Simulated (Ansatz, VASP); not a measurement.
Given: the input of a run of Ansatz 0.2.0 on GdO.

Contents of input.yaml:

```yaml
crystal:
  lattice:
    - [0.0, 2.7529546205, 2.7529546205]
    - [2.7529546205, 0.0, 2.7529546205]
    - [2.7529546205, 2.7529546205, 0.0]
  atoms:
    - { symbol: Gd, position: [0.0, 0.0, 0.0], spin: 7.0 }
    - { symbol: O, position: [0.75, 0.75, 0.75] }
hamiltonian:
  xc: r2scan
  pseudopotentials: { kind: paw }
magnetization:
  spin_polarized: true
kpoints:
  mp_grid: { grid: [9, 9, 9] }
scf:
  occupations: { method: fermi_dirac, width: 0.05 }
output:
  forces: true
  stress: true
  eigenvalues: true
```

Potentials or basis: Ansatz PAW.

Run with:

```console
$ ansatz run input.yaml --threads 1 --pin off --max-ram 3584MiB --backend cpu --events-out ev --progress --plain --runs-dir out
```

Q: Set up the same calculation for VASP 6.6.1. Potentials there: VASP PAW PBE potentials, release 64 (Gd, O).

A: As run (the cutoff follows the program's own potentials):

File POSCAR:

```
GdO
1.0
    0.0000000000      2.7529546205      2.7529546205
    2.7529546205      0.0000000000      2.7529546205
    2.7529546205      2.7529546205      0.0000000000
Gd O
1 1
Direct
    0.0000000000      0.0000000000      0.0000000000
    0.7500000000      0.7500000000      0.7500000000
```

The input INCAR.step1:

```
SYSTEM = GdO
  PREC = Accurate
  ENCUT = 520
  ISMEAR = -1
  SIGMA = 0.05
  LREAL = .False.
  LASPH = .True.
  NELM = 150
  ISPIN = 2
  MAGMOM = 7 0
  LMAXMIX = 6
  NBANDS = 23
  GGA = PE
  ALGO = Normal
  EDIFF = 1E-4
  LWAVE = .True.
  LCHARG = .False.
```

File INCAR.step2:

```
SYSTEM = GdO
  PREC = Accurate
  ENCUT = 520
  EDIFF = 1E-6
  ISMEAR = -1
  SIGMA = 0.05
  LREAL = .False.
  LASPH = .True.
  NELM = 150
  ALGO = Normal
  ISIF = 2
  LWAVE = .False.
  LCHARG = .False.
  ISPIN = 2
  MAGMOM = 7 0
  LORBIT = 11
  LMAXMIX = 6
  METAGGA = R2SCAN
  LMIXTAU = .True.
  NBANDS = 23
  ISTART = 1
```

File KPOINTS:

```
Automatic mesh
0
Gamma
  9 9 9
  0 0 0
```

Potentials or basis: VASP PAW PBE potentials, release 64 (Gd, O).

Run with:

```bash
$ cat potpaw_PBE.64/Gd/POTCAR potpaw_PBE.64/O/POTCAR > POTCAR
$ cp INCAR.step1 INCAR
$ mpirun -np 1 vasp_std > vasp.out
$ cp INCAR.step2 INCAR
$ mpirun -np 1 vasp_std > vasp.out
```

Both were run:

|  | VASP | Ansatz | Ansatz less VASP |
| --- | --- | --- | --- |
| gap on the k mesh at the Fermi level (eV) | none | none | - |
| pressure (GPa) | -7.5 | -7.4 | +0.04 |
| net moment per atom (μB) | 3.97 | 3.97 | +0.002 |
| size of the moment on the site where the two differ most (μB) | 6.98 | 7.05 | +0.066 |

VASP's potentials were made for PBE, not for r2SCAN. Site moments also hang on the region over which each program counts them. A gap of «none» marks a metal or a gap that the smearing closes.

Spin-orbit coupling is off throughout. Noted on Ansatz's run: the magnetic or orbital state may not be the lowest.
